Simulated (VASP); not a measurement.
# LiF (P6_3mc) in VASP: further runs

The runs below take LiF through single point, with LDA.

Everything below comes from runs of VASP 6.6.1. Logs are shortened: lines on timing, memory, paths and dates and some standing lists are left out, and cuts for length are marked.

## Step 1: The cell of the first run

It takes space group P6_3mc (No. 186, hexagonal). Conventional cell: a = 3.046 Å, b = 3.046 Å, c = 4.609 Å, α = 90.00°, β = 90.00°, γ = 120.00°. Li (site symmetry 3m) has 4 F at 1.78 to 2.03 Å within 2.4 Å. Within 2.4 Å of F (site symmetry 3m) lie 4 Li at 1.78 to 2.03 Å.

## Step 2: Single point, LDA

Input file INCAR:

```
PREC = Accurate ; ENCUT = 520
EDIFF = 1E-6 ; ISMEAR = 0
SIGMA = 0.05 ; LREAL = F
LASPH = T ; NELM = 100
ALGO = Normal ; ISIF = 2
LWAVE = F ; LCHARG = F
NBANDS = 18
```

Input file KPOINTS:

```
Automatic mesh
0
Gamma
  9 9 6
```

Input file POSCAR:

```
LiF
1.0
    3.0464146835      0.0000000000      0.0000000000
   -1.5232073417      2.6382725064      0.0000000000
    0.0000000000      0.0000000000      4.6092254161
Li F
2 2
Direct
    0.3333333333      0.6666666667      0.4307693551
    0.6666666667      0.3333333333      0.9307693551
    0.3333333333      0.6666666667      0.9910195924
    0.6666666667      0.3333333333      0.4910195924
```

Potentials or basis: VASP PAW LDA potentials, release 64 (Li_sv, F).

Run with:

```console
$ cat potpaw_LDA.64/Li_sv/POTCAR potpaw_LDA.64/F/POTCAR > POTCAR
$ mpirun -np 1 vasp_std > vasp.out
```

OUTCAR:

```text
PREC = Accurate
   ENCUT = 520
   EDIFF = 1E-6
   ISMEAR = 0
   LREAL = F
   LASPH = T
   NELM = 100
   ISIF = 2

 ion  position               nearest neighbor table
   1  0.333  0.667  0.431-   4 1.78   4 1.78   4 1.78   3 2.03
   2  0.667  0.333  0.931-   3 1.78   3 1.78   3 1.78   4 2.03
   3  0.333  0.667  0.991-   2 1.78   2 1.78   2 1.78   1 2.03
   4  0.667  0.333  0.491-   1 1.78   1 1.78   1 1.78   2 2.03

  LATTYP: Found a hexagonal cell.
 ALAT       =     3.0464146835
 C/A-ratio  =     1.5130000000

  Lattice vectors:

 A1 = (   3.0464146835,   0.0000000000,   0.0000000000)
 A2 = (  -1.5232073417,   2.6382725064,   0.0000000000)
 A3 = (   0.0000000000,   0.0000000000,   4.6092254161)

Analysis of symmetry for initial positions (statically):
=====================================================================
 Subroutine PRICEL returns:
 Original cell was already a primitive cell.

 Routine SETGRP: Setting up the symmetry group for a
 hexagonal supercell.

 Subroutine GETGRP returns: Found 12 space group operations
 (whereof  6 operations were pure point group operations)
 out of a pool of 24 trial point group operations.

The static configuration has the point symmetry C_3v.
 The point group associated with its full space group is C_6v.

Analysis of symmetry for dynamics (positions and initial velocities):
=====================================================================
 Subroutine PRICEL returns:
 Original cell was already a primitive cell.

 Routine SETGRP: Setting up the symmetry group for a
 hexagonal supercell.

 Subroutine GETGRP returns: Found 12 space group operations
 (whereof  6 operations were pure point group operations)
 out of a pool of 24 trial point group operations.

The dynamic configuration has the point symmetry C_3v.
 The point group associated with its full space group is C_6v.

 Subroutine INISYM returns: Found 12 space group operations
 (whereof  6 operations are pure point group operations),
 and found     1 'primitive' translations

----------------------------------------------------------------------------------------

                                     Primitive cell

  volume of cell :      37.0456

  direct lattice vectors                    reciprocal lattice vectors
     3.046414684  0.000000000  0.000000000     0.328254720  0.189517951  0.000000000
    -1.523207342  2.638272506  0.000000000     0.000000000  0.379035902  0.000000000
     0.000000000  0.000000000  4.609225416     0.000000000  0.000000000  0.216956193

  length of vectors
     3.046414684  3.046414683  4.609225416     0.379035902  0.379035902  0.216956193

  position of ions in fractional coordinates (direct lattice)
     0.333333333  0.666666667  0.430769355
     0.666666667  0.333333333  0.930769355
     0.333333333  0.666666667  0.991019592
     0.666666667  0.333333333  0.491019592

  ion indices of the primitive-cell ions
   primitive index   ion index
                 1           1
                 2           2
                 3           3
                 4           4

----------------------------------------------------------------------------------------

 KPOINTS: Automatic mesh

Automatic generation of k-mesh.
 Grid dimensions read from file:
 generate k-points for:    9    9    6

 Generating k-lattice:

  Cartesian coordinates                     Fractional coordinates (reciprocal lattice)
     0.036472747  0.021057550  0.000000000     0.111111111 -0.000000000  0.000000000
     0.000000000  0.042115100  0.000000000     0.000000000  0.111111111  0.000000000
     0.000000000  0.000000000  0.036159366     0.000000000  0.000000000  0.166666667

  Length of vectors
     0.042115100  0.042115100  0.036159366

  Shift w.r.t. Gamma in fractional coordinates (k-lattice)
     0.000000000  0.000000000  0.000000000

 Subroutine IBZKPT returns following result:
 ===========================================

 Found     48 irreducible k-points:

 Following reciprocal coordinates:
            Coordinates               Weight
  0.000000  0.000000  0.000000      1.000000
  0.111111 -0.000000  0.000000      6.000000
  0.222222 -0.000000  0.000000      6.000000
  0.333333  0.000000  0.000000      6.000000
  0.444444 -0.000000  0.000000      6.000000
  0.111111  0.111111  0.000000      6.000000
[... 16 lines left out ...]
  0.333333  0.222222  0.166667     24.000000
  0.333333  0.333333  0.166667      4.000000
 [... further k-points ...]
   k-points           NKPTS =     48   k-points in BZ     NKDIM =     48   number of bands    NBANDS=     18
   number of dos      NEDOS =    301   number of ions     NIONS =      4
   total plane-waves  NPLWV =  20736
   dimension x,y,z NGX =    24 NGY =   24 NGZ =   36
   dimension x,y,z NGXF=    48 NGYF=   48 NGZF=   72
   ions per type =               2   2
   NGX,Y,Z   is equivalent  to a cutoff of  13.10, 13.10, 12.98 a.u.
   NGXF,Y,Z  is equivalent  to a cutoff of  26.19, 26.19, 25.97 a.u.
 SYSTEM =  unknown system
   PREC   = accura    normal or accurate (medium, high low for compatibility)
   ISTART =      0    job   : 0-new  1-cont  2-samecut
   ICHARG =      2    charge: 1-file 2-atom 10-const
   ISPIN  =      1    spin polarized calculation?
   LNONCOLLINEAR =      F non collinear calculations
   LSORBIT =      F    spin-orbit coupling
   LASPH  =      T    aspherical Exc in radial PAW
   ENCUT  =  520.0 eV  38.22 Ry    6.18 a.u.   5.66  5.66  8.57*2*pi/ulx,y,z
   NELM   =    100;   NELMIN=  2; NELMDL= -5     # of ELM steps
   EDIFF  = 0.1E-05   stopping-criterion for ELM
   LREAL  =      F    real-space projection
   EDIFFG = 0.1E-04   stopping-criterion for IOM
   NSW    =      0    number of steps for IOM
   IBRION =     -1    ionic relax: 0-MD 1-quasi-New 2-CG
   NFREE  =      0    steps in history (QN), initial steepest desc. (CG)
   ISIF   =      2    stress and relaxation
   ISYM   =      2    0-nonsym 1-usesym 2-fastsym
   POTIM  = 0.5000    time-step for ionic-motion
   TEBEG  =    0.0;   TEEND  =   0.0 temperature during run
   PSTRESS=    0.0 pullay stress
   NELECT =      20.0000    total number of electrons
   NUPDOWN=      -1.0000    fix difference up-down
   EMIN   =  10.00;   EMAX   =-10.00  energy-range for DOS
   EFERMI =   0.00;   METHOD = LEGACY
   ISMEAR =     0;   SIGMA  =   0.05  broadening in eV -4-tet -1-fermi 0-gaus
   EFERMI_NEDOS =   21; number of points for ismear=-14 and -15
   IALGO  =     38    algorithm
   IMIX   =      4    mixing-type and parameters
     AMIX     =   0.40;   BMIX     =  1.00
     AMIX_MAG =   1.60;   BMIX_MAG =  1.00
  volume/ion in A,a.u.               =       9.26        62.50
  Fermi-wavevector in a.u.,A,eV,Ry     =   1.333028  2.519058 24.177060  1.776964
  Thomas-Fermi vector in A             =   2.461918
   LORBIT       =      0    0 simple, 1 ext, 2 COOP (PROOUT), +10 PAW based schemes
   GGA     = CA    functional components
   LHFCALC =     F    Hartree Fock is set to
   AEXX    =    0.0000 exact exchange contribution
   IVDW    =     0    specifies the selected vdW correction
   LEPSILON=     F    determine dielectric tensor
   LRPA    =     F    only Hartree local field effects (RPA)
 non-spin polarized calculation
 Gauss-broadening in eV      SIGMA  =   0.05
  energy-cutoff  :      520.00
  volume of cell :       37.05
 maximum number of plane-waves:      1008
 NGX is ok and might be reduce to    24
   NGX = 11   NGY = 11   NGZ = 17

 number of electron      19.9999985 magnetization

 Free energy of the ion-electron system (eV)
  ---------------------------------------------------
  ext. energy  EPLUGINS =         0.00000000
  ---------------------------------------------------
  free energy    TOTEN  =       -20.73527690 eV

  energy without entropy =      -20.73527690  energy(sigma->0) =      -20.73527690

 E-fermi :  -1.9580     XC(G=0):  -9.8723

 val. band max:       -2.1560836035   @ k =   0.0000   0.0000   0.0000
 cond. band min:       5.4397413099   @ k =   0.0000   0.0000   0.0000
 fundamental gap:      7.5958249134
 Fermi energy:        -1.9580027378

 k-point     1 :       0.0000    0.0000    0.0000
  band No.  band energies     occupation
      1     -41.5986      2.00000
      2     -41.5376      2.00000
      3     -21.5513      2.00000
      4     -21.1250      2.00000
      5      -5.0511      2.00000
      6      -3.1002      2.00000
[... 10 lines left out ...]
     17      16.9768      0.00000
     18      18.9187      0.00000

 k-point     2 :       0.1111   -0.0000    0.0000
  band No.  band energies     occupation
      1     -41.5925      2.00000
      2     -41.5348      2.00000
      3     -21.5388      2.00000
      4     -21.1357      2.00000
      5      -4.9520      2.00000
      6      -3.2225      2.00000
[... 10 lines left out ...]
     17      17.3073      0.00000
     18      18.3217      0.00000

 k-point     3 :       0.2222   -0.0000    0.0000
  band No.  band energies     occupation
      1     -41.5767      2.00000
      2     -41.5284      2.00000
      3     -21.5029      2.00000
      4     -21.1665      2.00000
      5      -4.6810      2.00000
      6      -3.5889      2.00000
[... 10 lines left out ...]
     17      17.6441      0.00000
     18      18.0084      0.00000

 k-point     4 :       0.3333    0.0000    0.0000
  band No.  band energies     occupation
      1     -41.5572      2.00000
      2     -41.5224      2.00000
      3     -21.4501      2.00000
      4     -21.2116      2.00000
      5      -4.3956      2.00000
      6      -3.9348      2.00000
[... 10 lines left out ...]
     17      17.8529      0.00000
     18      18.1813      0.00000

 k-point     5 :       0.4444   -0.0000    0.0000
  band No.  band energies     occupation
      1     -41.5426      2.00000
      2     -41.5205      2.00000
      3     -21.3992      2.00000
      4     -21.2573      2.00000
      5      -4.4924      2.00000
      6      -3.7467      2.00000
[... 10 lines left out ...]
     17      17.9491      0.00000
     18      17.9959      0.00000

 k-point     6 :       0.1111    0.1111    0.0000
  band No.  band energies     occupation
      1     -41.5816      2.00000
      2     -41.5303      2.00000
      3     -21.5145      2.00000
      4     -21.1566      2.00000
      5      -4.7647      2.00000
      6      -3.4999      2.00000
[... 10 lines left out ...]
     17      17.8002      0.00000
     18      17.8962      0.00000

 k-point     7 :       0.2222    0.1111    0.0000
  band No.  band energies     occupation
      1     -41.5639      2.00000
      2     -41.5242      2.00000
      3     -21.4698      2.00000
      4     -21.1946      2.00000
      5      -4.4469      2.00000
      6      -3.9853      2.00000
[... 10 lines left out ...]
     17      17.6374      0.00000
     18      18.2051      0.00000

 k-point     8 :       0.3333    0.1111    0.0000
  band No.  band energies     occupation
      1     -41.5463      2.00000
      2     -41.5206      2.00000
      3     -21.4149      2.00000
      4     -21.2421      2.00000
      5      -4.4776      2.00000
      6      -3.9905      2.00000
[... 10 lines left out ...]
     17      16.9567      0.00000
     18      18.3831      0.00000
[... 229 lines left out ...]
     17      17.5514      0.00000
     18      18.0656      0.00000

 k-point    20 :       0.3333    0.1111    0.1667
  band No.  band energies     occupation
      1     -41.5446      2.00000
      2     -41.5223      2.00000
      3     -21.4051      2.00000
      4     -21.2552      2.00000
      5      -4.4707      2.00000
      6      -3.9913      2.00000
[... 10 lines left out ...]
     17      17.1913      0.00000
     18      18.2632      0.00000

 k-point    21 :       0.4444    0.1111    0.1667
  band No.  band energies     occupation
      1     -41.5369      2.00000
      2     -41.5218      2.00000
      3     -21.3759      2.00000
      4     -21.2813      2.00000
      5      -4.6059      2.00000
      6      -3.8091      2.00000
[... 10 lines left out ...]
     17      16.9909      0.00000
     18      18.3147      0.00000

 k-point    22 :       0.2222    0.2222    0.1667
  band No.  band energies     occupation
      1     -41.5459      2.00000
      2     -41.5225      2.00000
      3     -21.4105      2.00000
      4     -21.2498      2.00000
      5      -4.4287      2.00000
      6      -4.1381      2.00000
[... 10 lines left out ...]
     17      16.9754      0.00000
     18      18.8067      0.00000

 k-point    23 :       0.3333    0.2222    0.1667
  band No.  band energies     occupation
      1     -41.5338      2.00000
      2     -41.5219      2.00000
      3     -21.3659      2.00000
      4     -21.2878      2.00000
      5      -4.7134      2.00000
      6      -3.8969      2.00000
[... 10 lines left out ...]
     17      16.4361      0.00000
     18      18.8132      0.00000

 k-point    24 :       0.3333    0.3333    0.1667
  band No.  band energies     occupation
      1     -41.5256      2.00000
      2     -41.5256      2.00000
      3     -21.3254      2.00000
      4     -21.3254      2.00000
      5      -4.8313      2.00000
      6      -3.7454      2.00000
[... 10 lines left out ...]
     17      16.1199      0.00000
     18      19.1246      0.00000

 [... further k-points ...]

------------------------ aborting loop because EDIFF is reached ----------------------------------------

  FORCE on cell =-STRESS in cart. coord.  units (eV):
  Direction    XX          YY          ZZ          XY          YZ          ZX
  --------------------------------------------------------------------------------------
  -------------------------------------------------------------------------------------
  Total        0.6432069      0.6432069     -1.2222118      0.0000000     -0.0000000      0.0000000
  in kB       27.8179184     27.8179184    -52.8591828      0.0000000     -0.0000000      0.0000000
  external PRESSURE =       0.9255513 kB  Pullay stress =       0.0000000 kB

 VOLUME and BASIS-vectors are now :
 -----------------------------------------------------------------------------
  energy-cutoff  :      520.00
  volume of cell :       37.05
      direct lattice vectors                 reciprocal lattice vectors
     3.046414684  0.000000000  0.000000000     0.328254720  0.189517951  0.000000000
    -1.523207342  2.638272506  0.000000000     0.000000000  0.379035902  0.000000000
     0.000000000  0.000000000  4.609225416     0.000000000  0.000000000  0.216956193

 POSITION                                       TOTAL-FORCE (eV/Angst)
 -----------------------------------------------------------------------------------
     -0.00000      1.75885      1.98551        -0.000000      0.000000     -0.279979
      1.52321      0.87942      4.29013         0.000000      0.000000     -0.279979
     -0.00000      1.75885      4.56783        -0.000000     -0.000000      0.279979
      1.52321      0.87942      2.26322         0.000000      0.000000      0.279979
 -----------------------------------------------------------------------------------
    total drift:                                0.000000      0.000001     -0.001905

  FREE ENERGIE OF THE ION-ELECTRON SYSTEM (eV)
  ---------------------------------------------------
  free  energy   TOTEN  =       -20.7352768990 eV

  energy  without entropy=      -20.7352768990  energy(sigma->0) =      -20.73527690
```

Wall time 23 s (1 thread of Intel Xeon Platinum 8559C (Emerald Rapids), shared host); peak memory 0.14 GiB.

Results:

```
Free energy            : -20.7353 eV
Largest force          : 0.280 eV/Å
Band gap on the k mesh : 7.60 eV
```

Forces in eV/Å, atoms in the order of the input:
```
Li   0.000  0.000 -0.280
Li   0.000  0.000 -0.280
F    0.000  0.000  0.280
F    0.000  0.000  0.280
```

Caveat: the cutoff is under 1.25 times the usual one of these potentials, so pressure, stress and relaxed cells hold a basis-set (Pulay) error. A k mesh can miss the band edges.

[end of part 1 of 2]
